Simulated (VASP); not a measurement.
TePb, 2 atoms in the cell. Symmetry: Fm-3m, No. 225, cubic system. Conventional cell: a = 6.462 Å, b = 6.462 Å, c = 6.462 Å, α = 90.00°, β = 90.00°, γ = 90.00°. Within 4.3 Å of Pb (site symmetry m-3m) lie 6 Te at 3.23 Å. Te (site symmetry m-3m) has 6 Pb at 3.23 Å within 4.3 Å. 

| Quantity | Value |
| --- | --- |
| Program | VASP 6.6.1 |
| Task | single point |
| Functional | LDA |
| Potentials or basis | VASP PAW LDA potentials, release 64 (Pb_d, Te) |
| Cutoff | 520 eV |
| k mesh | 7 × 7 × 7 |
| Occupations | fermi-dirac, width 0.05 eV |
| Spin | no spin polarisation |
| Dipole correction | no |
| Further INCAR settings | ALGO = Normal; EDIFF = 1e-07; NBANDS = 17 |

Potentials or basis: VASP PAW LDA potentials, release 64 (Pb_d, Te).

Launch:

```console
$ cat potpaw_LDA.64/Pb_d/POTCAR potpaw_LDA.64/Te/POTCAR > POTCAR
$ mpirun -np 1 vasp_std > vasp.out
```

Hardware: 1 thread of Intel(R) Xeon(R) Platinum 8259CL CPU @ 2.50GHz (Skylake/Cascade Lake), on a shared host.

Problem. Estimate the wall time of this run.

Solution. It took 18 s on 1 thread of Intel(R) Xeon(R) Platinum 8259CL CPU @ 2.50GHz (Skylake/Cascade Lake) (shared host), peak memory 0.18 GiB. Counts: scf iterations 13, k points 20.
